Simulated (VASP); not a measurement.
# NaH in VASP: a series of runs, part 2 of 2

VASP 6.6.1. The steps go on from the part before.

## Step 3: Single point, HSE06 (uniaxial x strain +5.6%)

Input file POSCAR:

```
NaH
1.0
    0.0000000000      2.5969210544      2.5969210544
    2.7433874019      0.0000000000      2.5969210544
    2.7433874019      2.5969210544      0.0000000000
Na H
1 1
Direct
    0.0000000000      0.0000000000      0.0000000000
    0.2500000000      0.2500000000      0.2500000000
```

Input file INCAR.step1:

```
PREC = Accurate
ENCUT = 520
EDIFF = 1E-5
ISMEAR = 0
SIGMA = 0.01
LREAL = F
LASPH = T
NELM = 60
ALGO = Normal
ISIF = 2
LWAVE = T
LCHARG = F
NBANDS = 11
GGA = PE
```

Input file INCAR.step2:

```
PREC = Accurate
ENCUT = 520
EDIFF = 1E-7
ISMEAR = 0
SIGMA = 0.01
LREAL = F
LASPH = T
NELM = 60
ALGO = Normal
ISIF = 2
LWAVE = F
LCHARG = F
GGA = PE
LHFCALC = T
HFSCREEN = 0.2079
PRECFOCK = Normal
NBANDS = 11
ISTART = 1
```

Input file KPOINTS:

```
Automatic mesh
0
Gamma
  6 6 6
```

Potentials or basis: VASP PAW PBE potentials, release 64 (Na_pv, H).

Started as:

```bash
$ cat potpaw_PBE.64/Na_pv/POTCAR potpaw_PBE.64/H/POTCAR > POTCAR
$ cp INCAR.step1 INCAR
$ mpirun -np 1 vasp_std > vasp.out
$ cp INCAR.step2 INCAR
$ mpirun -np 1 vasp_std > vasp.out
```

OUTCAR:

```text
PREC = Accurate
   ENCUT = 520
   EDIFF = 1E-7
   ISMEAR = 0
   LREAL = F
   LASPH = T
   NELM = 60
   ISIF = 2
   GGA = PE
   LHFCALC = T
   HFSCREEN = 0.2079
   PRECFOCK = Normal
   ISTART = 1

 ion  position               nearest neighbor table
   1  0.000  0.000  0.000-
   2  0.250  0.250  0.250-

  LATTYP: Found a body centered tetragonal cell.
 ALAT       =     3.6726009755
 C/A-ratio  =     1.4939752073

  Lattice vectors:

 A1 = (   2.7433874019,   0.0000000000,   2.5969210544)
 A2 = (   2.7433874019,   0.0000000000,  -2.5969210544)
 A3 = (  -2.7433874019,   2.5969210544,   0.0000000000)

Analysis of symmetry for initial positions (statically):
=====================================================================
 Subroutine PRICEL returns:
 Original cell was already a primitive cell.

 Routine SETGRP: Setting up the symmetry group for a
 body centered tetragonal supercell.

 Subroutine GETGRP returns: Found  8 space group operations
 (whereof  8 operations were pure point group operations)
 out of a pool of 16 trial point group operations.

The static configuration has the point symmetry D_2d.

Analysis of symmetry for dynamics (positions and initial velocities):
=====================================================================
 Subroutine PRICEL returns:
 Original cell was already a primitive cell.

 Routine SETGRP: Setting up the symmetry group for a
 body centered tetragonal supercell.

 Subroutine GETGRP returns: Found  8 space group operations
 (whereof  8 operations were pure point group operations)
 out of a pool of 16 trial point group operations.

The dynamic configuration has the point symmetry D_2d.

 Subroutine INISYM returns: Found  8 space group operations
 (whereof  8 operations are pure point group operations),
 and found     1 'primitive' translations

----------------------------------------------------------------------------------------

                                     Primitive cell

  volume of cell :      37.0028

  direct lattice vectors                    reciprocal lattice vectors
     0.000000000  2.596921054  2.596921054    -0.182256432  0.192535695  0.192535695
     2.743387402  0.000000000  2.596921054     0.182256432 -0.192535695  0.192535695
     2.743387402  2.596921054  0.000000000     0.182256432  0.192535695 -0.192535695

  length of vectors
     3.672600976  3.777588305  3.777588305     0.327654383  0.327654383  0.327654383

  position of ions in fractional coordinates (direct lattice)
     0.000000000  0.000000000  0.000000000
     0.250000000  0.250000000  0.250000000

  ion indices of the primitive-cell ions
   primitive index   ion index
                 1           1
                 2           2

----------------------------------------------------------------------------------------

[... 50 lines left out ...]
 [... further k-points ...]
   k-points           NKPTS =     30   k-points in BZ     NKDIM =    216   number of bands    NBANDS=     11
   number of dos      NEDOS =    301   number of ions     NIONS =      2
   total plane-waves  NPLWV =  21952
   dimension x,y,z NGX =    28 NGY =   28 NGZ =   28
   dimension x,y,z NGXF=    56 NGYF=   56 NGZF=   56
   ions per type =               1   1
   NGX,Y,Z   is equivalent  to a cutoff of  12.67, 12.32, 12.32 a.u.
   NGXF,Y,Z  is equivalent  to a cutoff of  25.35, 24.64, 24.64 a.u.
 SYSTEM =  unknown system
   PREC   = accura    normal or accurate (medium, high low for compatibility)
   ISTART =      1    job   : 0-new  1-cont  2-samecut
   ICHARG =      0    charge: 1-file 2-atom 10-const
   ISPIN  =      1    spin polarized calculation?
   LNONCOLLINEAR =      F non collinear calculations
   LSORBIT =      F    spin-orbit coupling
   LASPH  =      T    aspherical Exc in radial PAW
   ENCUT  =  520.0 eV  38.22 Ry    6.18 a.u.   6.83  7.02  7.02*2*pi/ulx,y,z
   NELM   =     60;   NELMIN=  2; NELMDL=  0     # of ELM steps
   EDIFF  = 0.1E-06   stopping-criterion for ELM
   LREAL  =      F    real-space projection
   EDIFFG = 0.1E-05   stopping-criterion for IOM
   NSW    =      0    number of steps for IOM
   IBRION =     -1    ionic relax: 0-MD 1-quasi-New 2-CG
   NFREE  =      0    steps in history (QN), initial steepest desc. (CG)
   ISIF   =      2    stress and relaxation
   ISYM   =      3    0-nonsym 1-usesym 2-fastsym
   POTIM  = 0.5000    time-step for ionic-motion
   TEBEG  =    0.0;   TEEND  =   0.0 temperature during run
   PSTRESS=    0.0 pullay stress
   NELECT =       8.0000    total number of electrons
   NUPDOWN=      -1.0000    fix difference up-down
   EMIN   =  10.00;   EMAX   =-10.00  energy-range for DOS
   EFERMI =   0.00;   METHOD = LEGACY
   ISMEAR =     0;   SIGMA  =   0.01  broadening in eV -4-tet -1-fermi 0-gaus
   EFERMI_NEDOS =   21; number of points for ismear=-14 and -15
   IALGO  =     38    algorithm
   IMIX   =      1    mixing-type and parameters
     AMIX     =   0.40;   BMIX     =  1.00
     AMIX_MAG =   1.60;   BMIX_MAG =  1.00
  volume/ion in A,a.u.               =      18.50       124.85
  Fermi-wavevector in a.u.,A,eV,Ry     =   0.982562  1.856773 13.135446  0.965428
  Thomas-Fermi vector in A             =   2.113654
   LORBIT       =      0    0 simple, 1 ext, 2 COOP (PROOUT), +10 PAW based schemes
   GGA     = PE    functional components
   LHFCALC =     T    Hartree Fock is set to
   PRECFOCK=normal    Normal, Fast or Accurate (Low or Medium for compatibility)
   ENCUT4O =  -1.0   cutoff for four orbital integrals eV
   NKREDX  =     1    reduce k-point grid by
   NKREDY  =     1    reduce k-point grid by
   NKREDZ  =     1    reduce k-point grid by
   AEXX    =    0.2500 exact exchange contribution
   HFSCREEN=    0.2079 screening length (either q_TF or 0.3 A-1)
   HFSCREENC=   0.2079 screening length for correlation (either q_TF or 0.3 A-1)
   ENCUTFOCK=  -1.0 apply spherical cutoff to Coloumb kernel
   IVDW    =     0    specifies the selected vdW correction
   LEPSILON=     F    determine dielectric tensor
   LRPA    =     F    only Hartree local field effects (RPA)
 non-spin polarized calculation
 Gauss-broadening in eV      SIGMA  =   0.01
  energy-cutoff  :      520.00
  volume of cell :       37.00
 maximum number of plane-waves:      1014
  NGX = 24; NGY = 24; NGZ = 24

 number of electron       7.9999997 magnetization

 Free energy of the ion-electron system (eV)
  ---------------------------------------------------
  ext. energy  EPLUGINS =         0.00000000
  ---------------------------------------------------
  free energy    TOTEN  =        -5.64778712 eV

  energy without entropy =       -5.64778712  energy(sigma->0) =       -5.64778712

 E-fermi :  -2.6426     XC(G=0):  -5.6668

 val. band max:       -2.7231554172   @ k =   0.5000  -0.3333   0.1667
 cond. band min:       1.7859205937   @ k =   0.5000  -0.0000  -0.0000
 fundamental gap:      4.5090760109
 Fermi energy:        -2.6425794309

 k-point     1 :       0.0000    0.0000    0.0000
  band No.  band energies     occupation
      1     -27.1424      2.00000
      2     -27.1424      2.00000
      3     -27.1345      2.00000
      4      -5.6813      2.00000
      5       6.4517      0.00000
      6      11.5422      0.00000
      7      11.6568      0.00000
      8      11.6568      0.00000
      9      14.0803      0.00000
     10      14.1086      0.00000
     11      14.1086      0.00000
[... 309 lines left out ...]
 k-point    24 :       0.3333   -0.3333    0.1667
  band No.  band energies     occupation
      1     -27.1711      2.00000
      2     -27.1618      2.00000
      3     -27.1443      2.00000
      4      -2.9332      2.00000
      5       2.9965      0.00000
      6       5.4518      0.00000
      7       6.9491      0.00000
      8      11.3081      0.00000
      9      12.1811      0.00000
     10      15.5813      0.00000
     11      16.6775      0.00000

 [... further k-points ...]

------------------------ aborting loop because EDIFF is reached ----------------------------------------

  FORCE on cell =-STRESS in cart. coord.  units (eV):
  Direction    XX          YY          ZZ          XY          YZ          ZX
  --------------------------------------------------------------------------------------
  -------------------------------------------------------------------------------------
  Total       -0.2702179     -0.1644640     -0.1644640     -0.0000000      0.0000000      0.0000000
  in kB      -11.7001123     -7.1210949     -7.1210949     -0.0000000      0.0000000      0.0000000
  external PRESSURE =      -8.6474340 kB  Pullay stress =       0.0000000 kB

 VOLUME and BASIS-vectors are now :
 -----------------------------------------------------------------------------
  energy-cutoff  :      520.00
  volume of cell :       37.00
      direct lattice vectors                 reciprocal lattice vectors
     0.000000000  2.596921054  2.596921054    -0.182256432  0.192535695  0.192535695
     2.743387402  0.000000000  2.596921054     0.182256432 -0.192535695  0.192535695
     2.743387402  2.596921054  0.000000000     0.182256432  0.192535695 -0.192535695

 POSITION                                       TOTAL-FORCE (eV/Angst)
 -----------------------------------------------------------------------------------
      0.00000      0.00000      0.00000         0.000000     -0.000000     -0.000000
      1.37169      1.29846      1.29846         0.000000      0.000000      0.000000
 -----------------------------------------------------------------------------------
    total drift:                                0.000002      0.000000      0.000000

  FREE ENERGIE OF THE ION-ELECTRON SYSTEM (eV)
  ---------------------------------------------------
  free  energy   TOTEN  =        -5.6477871245 eV

  energy  without entropy=       -5.6477871245  energy(sigma->0) =       -5.64778712
```

OUTCAR.step1:

```text
PREC = Accurate
   ENCUT = 520
   EDIFF = 1E-5
   ISMEAR = 0
   LREAL = F
   LASPH = T
[... 557 lines left out ...]
 -----------------------------------------------------------------------------------
      0.00000      0.00000      0.00000         0.000000      0.000000      0.000000
      1.37169      1.29846      1.29846        -0.000000     -0.000000     -0.000000
 -----------------------------------------------------------------------------------
    total drift:                                0.000003      0.000001      0.000001

  FREE ENERGIE OF THE ION-ELECTRON SYSTEM (eV)
  ---------------------------------------------------
  free  energy   TOTEN  =        -4.9859013659 eV

  energy  without entropy=       -4.9859013659  energy(sigma->0) =       -4.98590137
```

It took 42 min on 1 thread of Oxide Virtual Turin-like, shared host; peak memory 0.24 GiB.

What came out:

* Free energy: -5.6478 eV
* Pressure: -0.9 GPa
* Band gap on the k mesh: 4.51 eV, indirect (least direct gap 5.28 eV)

Caveat: the cell differs from its parent crystal (uniaxial x strain +5.6%); the PAW data sets were made with another functional, which shifts forces and pressure a little. A k mesh can miss the band edges.
